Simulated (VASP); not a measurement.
# Sr4Ti3CuO12 (P1) in VASP: single point with PBEsol+U

Aim: the single point of Sr4Ti3CuO12 with PBEsol+U.

Everything below comes from runs of VASP 6.6.1. Logs are shortened: lines on timing, memory, paths and dates and some standing lists are left out, and cuts for length are marked.

**1. The cell of the first run**

The typed cell holds 20 atoms: a = 5.520 Å, b = 5.520 Å, c = 7.807 Å, α = 90.00°, β = 90.00°, γ = 90.00°.

**2. Single point, PBEsol+U**

File INCAR:

```
  PREC = Accurate
  ENCUT = 520
  EDIFF = 1E-7
  ISMEAR = 0
  SIGMA = 0.05
  LREAL = Auto
  LASPH = T
  NELM = 150
  ALGO = Normal
  ISIF = 2
  LWAVE = F
  LCHARG = F
  LMAXMIX = 4
  LDAU = T
  LDAUTYPE = 2
  LDAUL = -1 2 -1 -1
  LDAUU = 0 5 0 0
  LDAUJ = 0 0 0 0
  LDAUPRINT = 1
  GGA = PS
  NBANDS = 96
```

File KPOINTS:

```
Automatic mesh
0
Gamma
  3 3 2
```

File POSCAR:

```
Sr4Ti3CuO12
1.0
    3.9033639000      3.9033639000      0.0000000000
   -3.9033639000      3.9033639000      0.0000000000
    0.0000000000      0.0000000000      7.8067278000
Sr Cu Ti O
4 1 3 12
Direct
    0.5005489436      0.0003741732      0.2430387891
    0.5006528970      0.0004919305      0.7557448610
    0.0004508967      0.5004022308      0.2430205960
    0.0005097432      0.5003655605      0.7557459547
    0.0004522283      0.0003767232      0.9997182821
    0.0006067437      0.0004475854      0.4997275882
    0.5004190115      0.5004590721      0.9991170116
    0.5005624592      0.5003567228      0.4991130627
    0.0008317476      0.9971366078      0.2575468864
    0.9999811921      0.0037528390      0.7420353094
    0.5001895557      0.5030610042      0.2499405994
    0.5007012073      0.4974099815      0.7497739832
    0.2500286460      0.7472081711      0.9981803427
    0.2528116067      0.7498681011      0.5015751966
    0.7509239659      0.2536261597      0.0016050466
    0.7482557233      0.2510031364      0.4982178741
    0.2535702835      0.2501157008      0.0013361447
    0.2510811461      0.2526943130      0.4985939043
    0.7470406179      0.7509466049      0.9984826013
    0.7499467470      0.7480198912      0.5012534812
```

Potentials or basis: VASP PAW PBE potentials, release 64 (Sr_sv, Cu, Ti_sv, O).

On the command line:

```console
$ cat potpaw_PBE.64/Sr_sv/POTCAR potpaw_PBE.64/Cu/POTCAR potpaw_PBE.64/Ti_sv/POTCAR potpaw_PBE.64/O/POTCAR > POTCAR
$ mpirun -np 1 vasp_std > vasp.out
```

OUTCAR:

```text
PREC = Accurate
   ENCUT = 520
   EDIFF = 1E-7
   ISMEAR = 0
   LREAL = Auto
   LASPH = T
   NELM = 150
   ISIF = 2
   GGA = PS

 ion  position               nearest neighbor table
   1  0.501  0.000  0.243-  17 2.71  19 2.72  15 2.72  13 2.74  11 2.75   9 2.76   9 2.76  11 2.78
                            16 2.78  18 2.80  14 2.80  20 2.81   5 3.35   5 3.35   7 3.35   7 3.35
   2  0.501  0.000  0.756-  19 2.71  17 2.73  13 2.73  12 2.74  15 2.75  10 2.76  10 2.77  12 2.78
                            14 2.78  20 2.79  16 2.80  18 2.80   7 3.35   7 3.35   5 3.35   5 3.35
   3  0.000  0.500  0.243-  15 2.70  13 2.72  17 2.72  19 2.74   9 2.74  11 2.76  11 2.76   9 2.78
                            18 2.79  16 2.79  20 2.80  14 2.81   5 3.35   5 3.35   7 3.35   7 3.35
   4  0.001  0.500  0.756-  13 2.71  15 2.73  19 2.73  10 2.74  17 2.75  12 2.76  12 2.76  20 2.78
                            10 2.78  14 2.79  18 2.80  16 2.81   7 3.35   7 3.35   5 3.35   5 3.35
   5  0.000  0.000  1.000-  13 1.96  15 1.96  19 1.96  17 1.96  10 2.01   9 2.01   1 3.35   3 3.35
                             3 3.35   1 3.35   2 3.35   4 3.35   4 3.35   2 3.35
   6  0.001  0.000  0.500-   9 1.89  10 1.89  18 1.96  14 1.96  16 1.96  20 1.96   4 3.41   2 3.41
                             2 3.41   4 3.41   1 3.41   3 3.41   1 3.41   3 3.41
   7  0.500  0.500  0.999-  19 1.94  13 1.94  17 1.94  15 1.94  12 1.95  11 1.96   4 3.35   2 3.35
                             2 3.35   4 3.35   1 3.35   3 3.35   3 3.35   1 3.35
   8  0.501  0.500  0.499-  16 1.94  20 1.94  18 1.94  14 1.94  11 1.95  12 1.96   3 3.41   1 3.41
                             1 3.41   3 3.41   2 3.41   4 3.41   4 3.41   2 3.41
   9  0.001  0.997  0.258-   6 1.89   5 2.01   3 2.74   1 2.76   1 2.76   3 2.78
  10  1.000  0.004  0.742-   6 1.89   5 2.01   4 2.74   2 2.76   2 2.77   4 2.78
  11  0.500  0.503  0.250-   8 1.95   7 1.96   1 2.75   3 2.76   3 2.76   1 2.78
  12  0.501  0.497  0.750-   7 1.95   8 1.96   2 2.74   4 2.76   4 2.76   2 2.78
  13  0.250  0.747  0.998-   7 1.94   5 1.96   4 2.71   3 2.72   2 2.73   1 2.74
  14  0.253  0.750  0.502-   8 1.94   6 1.96   2 2.78   4 2.79   1 2.80   3 2.81
  15  0.751  0.254  0.002-   7 1.94   5 1.96   3 2.70   1 2.72   4 2.73   2 2.75
  16  0.748  0.251  0.498-   8 1.94   6 1.96   1 2.78   3 2.79   2 2.80   4 2.81
  17  0.254  0.250  0.001-   7 1.94   5 1.96   1 2.71   3 2.72   2 2.73   4 2.75
  18  0.251  0.253  0.499-   8 1.94   6 1.96   3 2.79   4 2.80   1 2.80   2 2.80
  19  0.747  0.751  0.998-   7 1.94   5 1.96   2 2.71   1 2.72   4 2.73   3 2.74
  20  0.750  0.748  0.501-   8 1.94   6 1.96   4 2.78   2 2.79   3 2.80   1 2.81

  LATTYP: Found a simple tetragonal cell.
 ALAT       =     5.5201901663
 C/A-ratio  =     1.4142135624

  Lattice vectors:

 A1 = (   3.9033639000,   3.9033639000,   0.0000000000)
 A2 = (  -3.9033639000,   3.9033639000,   0.0000000000)
 A3 = (   0.0000000000,   0.0000000000,   7.8067278000)

Analysis of symmetry for initial positions (statically):
=====================================================================
 Subroutine PRICEL returns:
 Original cell was already a primitive cell.

 Routine SETGRP: Setting up the symmetry group for a
 simple tetragonal supercell.

 Subroutine GETGRP returns: Found  1 space group operations
 (whereof  1 operations were pure point group operations)
 out of a pool of 16 trial point group operations.

The static configuration has the point symmetry C_1 .

Analysis of symmetry for dynamics (positions and initial velocities):
=====================================================================
 Subroutine PRICEL returns:
 Original cell was already a primitive cell.

 Routine SETGRP: Setting up the symmetry group for a
 simple tetragonal supercell.

 Subroutine GETGRP returns: Found  1 space group operations
 (whereof  1 operations were pure point group operations)
 out of a pool of 16 trial point group operations.

The dynamic configuration has the point symmetry C_1 .

 Subroutine INISYM returns: Found  1 space group operations
 (whereof  1 operations are pure point group operations),
 and found     1 'primitive' translations

----------------------------------------------------------------------------------------

                                     Primitive cell

  volume of cell :     237.8905

  direct lattice vectors                    reciprocal lattice vectors
     3.903363900  3.903363900  0.000000000     0.128094642  0.128094642  0.000000000
    -3.903363900  3.903363900  0.000000000    -0.128094642  0.128094642  0.000000000
     0.000000000  0.000000000  7.806727800     0.000000000  0.000000000  0.128094642

  length of vectors
     5.520190166  5.520190166  7.806727800     0.181153179  0.181153179  0.128094642

  position of ions in fractional coordinates (direct lattice)
     0.500548944  0.000374173  0.243038789
     0.500652897  0.000491930  0.755744861
[... 89 lines left out ...]
   PREC   = accura    normal or accurate (medium, high low for compatibility)
   ISTART =      0    job   : 0-new  1-cont  2-samecut
   ICHARG =      2    charge: 1-file 2-atom 10-const
   ISPIN  =      1    spin polarized calculation?
   LNONCOLLINEAR =      F non collinear calculations
   LSORBIT =      F    spin-orbit coupling
   LASPH  =      T    aspherical Exc in radial PAW
   ENCUT  =  520.0 eV  38.22 Ry    6.18 a.u.  10.26 10.26 14.52*2*pi/ulx,y,z
   NELM   =    150;   NELMIN=  2; NELMDL= -5     # of ELM steps
   EDIFF  = 0.1E-06   stopping-criterion for ELM
   LREAL  =      T    real-space projection
   EDIFFG = 0.1E-05   stopping-criterion for IOM
   NSW    =      0    number of steps for IOM
   IBRION =     -1    ionic relax: 0-MD 1-quasi-New 2-CG
   NFREE  =      0    steps in history (QN), initial steepest desc. (CG)
   ISIF   =      2    stress and relaxation
   ISYM   =      2    0-nonsym 1-usesym 2-fastsym
   POTIM  = 0.5000    time-step for ionic-motion
   TEBEG  =    0.0;   TEEND  =   0.0 temperature during run
   PSTRESS=    0.0 pullay stress
   NELECT =     159.0000    total number of electrons
   NUPDOWN=      -1.0000    fix difference up-down
   EMIN   =  10.00;   EMAX   =-10.00  energy-range for DOS
   EFERMI =   0.00;   METHOD = LEGACY
   ISMEAR =     0;   SIGMA  =   0.05  broadening in eV -4-tet -1-fermi 0-gaus
   EFERMI_NEDOS =   21; number of points for ismear=-14 and -15
   IALGO  =     38    algorithm
   IMIX   =      4    mixing-type and parameters
     AMIX     =   0.40;   BMIX     =  1.00
     AMIX_MAG =   1.60;   BMIX_MAG =  1.00
  volume/ion in A,a.u.               =      11.89        80.27
  Fermi-wavevector in a.u.,A,eV,Ry     =   1.431358  2.704874 27.875409  2.048785
  Thomas-Fermi vector in A             =   2.551103
   LORBIT       =      0    0 simple, 1 ext, 2 COOP (PROOUT), +10 PAW based schemes
 LDA+U is selected, type is set to LDAUTYPE =  2
   angular momentum for each species LDAUL =    -1    2   -1   -1
   U (eV)           for each species LDAUU =   0.0  5.0  0.0  0.0
   J (eV)           for each species LDAUJ =   0.0  0.0  0.0  0.0
   GGA     = PS    functional components
   LHFCALC =     F    Hartree Fock is set to
   AEXX    =    0.0000 exact exchange contribution
   IVDW    =     0    specifies the selected vdW correction
   LEPSILON=     F    determine dielectric tensor
   LRPA    =     F    only Hartree local field effects (RPA)
 non-spin polarized calculation
 Gauss-broadening in eV      SIGMA  =   0.05
  energy-cutoff  :      520.00
  volume of cell :      237.89
 maximum number of plane-waves:      6416
 NGX is ok and might be reduce to    42
   NGX = 21   NGY = 21   NGZ = 29

atom =   5  type =  2  l = 2

 onsite density matrix

spin component  1

  0.9785 -0.0000  0.0000 -0.0000  0.0024
 -0.0000  0.9759  0.0011  0.0000  0.0010
  0.0000  0.0011  0.8626 -0.0014  0.0002
 -0.0000  0.0000 -0.0014  0.9759  0.0012
  0.0024  0.0010  0.0002  0.0012  0.7753

spin component  2

  0.9785 -0.0000  0.0000 -0.0000  0.0024
 -0.0000  0.9759  0.0011  0.0000  0.0010
  0.0000  0.0011  0.8626 -0.0014  0.0002
 -0.0000  0.0000 -0.0014  0.9759  0.0012
  0.0024  0.0010  0.0002  0.0012  0.7753

 occupancies and eigenvectors

  o =  0.7753  v = -0.0119 -0.0050 -0.0028 -0.0062  0.9999  0.0000  0.0000  0.0000  0.0000  0.0000      0.0000  0.0000  0.0000  0.0000  0.0000  0.0000  0.0000  0.0000  0.0000  0.0000
  o =  0.7753  v =  0.0000  0.0000  0.0000  0.0000  0.0000 -0.0119 -0.0050 -0.0028 -0.0062  0.9999      0.0000  0.0000  0.0000  0.0000  0.0000  0.0000  0.0000  0.0000  0.0000  0.0000
  o =  0.8626  v =  0.0000  0.0000  0.0000  0.0000  0.0000  0.0001  0.0095 -0.9999 -0.0119 -0.0028      0.0000  0.0000  0.0000  0.0000  0.0000  0.0000  0.0000  0.0000  0.0000  0.0000
  o =  0.8626  v =  0.0001  0.0095 -0.9999 -0.0119 -0.0028  0.0000  0.0000  0.0000  0.0000  0.0000      0.0000  0.0000  0.0000  0.0000  0.0000  0.0000  0.0000  0.0000  0.0000  0.0000
  o =  0.9759  v = -0.0028 -0.9996 -0.0092 -0.0274 -0.0052  0.0000  0.0000  0.0000  0.0000  0.0000      0.0000  0.0000  0.0000  0.0000  0.0000  0.0000  0.0000  0.0000  0.0000  0.0000
  o =  0.9759  v =  0.0000  0.0000  0.0000  0.0000  0.0000 -0.0028 -0.9996 -0.0092 -0.0274 -0.0052      0.0000  0.0000  0.0000  0.0000  0.0000  0.0000  0.0000  0.0000  0.0000  0.0000
  o =  0.9759  v =  0.0030  0.0273  0.0122 -0.9995 -0.0060  0.0000  0.0000  0.0000  0.0000  0.0000      0.0000  0.0000  0.0000  0.0000  0.0000  0.0000  0.0000  0.0000  0.0000  0.0000
  o =  0.9759  v =  0.0000  0.0000  0.0000  0.0000  0.0000  0.0030  0.0273  0.0122 -0.9995 -0.0060      0.0000  0.0000  0.0000  0.0000  0.0000  0.0000  0.0000  0.0000  0.0000  0.0000
  o =  0.9785  v =  0.0000  0.0000  0.0000  0.0000  0.0000  0.9999 -0.0029 -0.0000  0.0029  0.0119      0.0000  0.0000  0.0000  0.0000  0.0000  0.0000  0.0000  0.0000  0.0000  0.0000
  o =  0.9785  v =  0.9999 -0.0029 -0.0000  0.0029  0.0119  0.0000  0.0000  0.0000  0.0000  0.0000      0.0000  0.0000  0.0000  0.0000  0.0000  0.0000  0.0000  0.0000  0.0000  0.0000

 number of electron     159.0000015 magnetization

 Free energy of the ion-electron system (eV)
  ---------------------------------------------------
  ext. energy  EPLUGINS =         0.00000000
  ---------------------------------------------------
  free energy    TOTEN  =      -152.39778974 eV

  energy without entropy =     -152.38551450  energy(sigma->0) =     -152.39165212

 E-fermi :   3.6108     XC(G=0): -11.5084

 val. band max:        3.6068488958   @ k =  -0.3333   0.3333   0.0000
 cond. band min:       3.6361083116   @ k =   0.0000   0.0000   0.5000
 fundamental gap:      0.0292594158
 Fermi energy:         3.6107526671

 k-point     1 :       0.0000    0.0000    0.0000
  band No.  band energies     occupation
      1     -52.4668      2.00000
      2     -52.4308      2.00000
      3     -52.2969      2.00000
      4     -28.9561      2.00000
      5     -28.9017      2.00000
      6     -28.9016      2.00000
[... 929 lines left out ...]
     90       7.7784      0.00000
     91       8.8731      0.00000
 [bands above 91 left out]

------------------------ aborting loop because EDIFF is reached ----------------------------------------

  FORCE on cell =-STRESS in cart. coord.  units (eV):
  Direction    XX          YY          ZZ          XY          YZ          ZX
  --------------------------------------------------------------------------------------
  -------------------------------------------------------------------------------------
  Total       -4.6558703     -4.6470206     -1.6060484     -0.0072569     -0.0046118      0.0184695
  in kB      -31.3569879    -31.2973858    -10.8166329     -0.0488746     -0.0310604      0.1243908
  external PRESSURE =     -24.4903356 kB  Pullay stress =       0.0000000 kB

 VOLUME and BASIS-vectors are now :
 -----------------------------------------------------------------------------
  energy-cutoff  :      520.00
  volume of cell :      237.89
      direct lattice vectors                 reciprocal lattice vectors
     3.903363900  3.903363900  0.000000000     0.128094642  0.128094642  0.000000000
    -3.903363900  3.903363900  0.000000000    -0.128094642  0.128094642  0.000000000
     0.000000000  0.000000000  7.806727800     0.000000000  0.000000000  0.128094642

 POSITION                                       TOTAL-FORCE (eV/Angst)
 -----------------------------------------------------------------------------------
      1.95236      1.95529      1.89734        -0.000892     -0.000201      0.009233
      1.95231      1.95615      5.89989        -0.002389     -0.003357     -0.006388
     -1.95149      1.95501      1.89720         0.000807      0.001055      0.010361
     -1.95112      1.95510      5.89990        -0.001033     -0.001149     -0.006954
      0.00029      0.00324      7.80453        -0.005399      0.001194      0.005535
      0.00062      0.00412      3.90124         0.003344      0.001108      0.004290
[... 12 lines left out ...]
     -0.01525      5.84719      7.79488         0.010622      0.160721     -0.001098
      0.00752      5.84711      3.91315        -0.000399     -0.028321     -0.008102
 -----------------------------------------------------------------------------------
    total drift:                                0.004307      0.012352      0.020557

  FREE ENERGIE OF THE ION-ELECTRON SYSTEM (eV)
  ---------------------------------------------------
  free  energy   TOTEN  =      -152.3977897442 eV

  energy  without entropy=     -152.3855144973  energy(sigma->0) =     -152.39165212
```

Wall time 14 min (1 thread of AMD EPYC 7R13, shared host); peak memory 0.38 GiB.

What came out:

| Quantity | Value |
| --- | --- |
| Free energy | -152.3978 eV |
| Pressure | -2.4 GPa |
| Largest force | 0.431 eV/Å |
| Band gap on the k mesh | zero (an odd number of electrons rules out a gap without spin polarisation) |

Forces in eV/Å, atoms in the order of the input:
```
Sr  -0.001  0.000  0.009
Sr  -0.002 -0.003 -0.006
Sr   0.001  0.001  0.010
Sr  -0.001 -0.001 -0.007
Cu  -0.005  0.001  0.006
Ti   0.003  0.001  0.004
Ti   0.003  0.000  0.032
Ti  -0.003  0.008  0.026
O    0.002 -0.001 -0.431
O    0.004  0.000  0.428
O   -0.007  0.005 -0.020
O    0.003  0.000 -0.007
O   -0.164  0.003 -0.001
O    0.032  0.001 -0.008
O    0.158 -0.006 -0.011
O   -0.030 -0.005  0.000
O    0.000 -0.163 -0.013
O   -0.002  0.027 -0.003
O    0.011  0.161 -0.001
O    0.000 -0.028 -0.008
```

Eigenvalues of the final occupation matrices:
| site | spin | trace | eigenvalues |
| --- | --- | --- | --- |
| site 5 d | 1 | 4.57 | 0.78 0.86 0.98 0.98 0.98 |
| site 5 d | 2 | 4.57 | 0.78 0.86 0.98 0.98 0.98 |

Caveat: the k points lie up to 0.40 Å⁻¹ apart, too coarse for converged energies and pressures of a metal; the PAW data sets were made with another functional, which shifts forces and pressure a little; an odd number of electrons without spin polarisation forces a metal; a magnetic or distorted state may lie lower; U without spin polarisation on a metal has little footing.
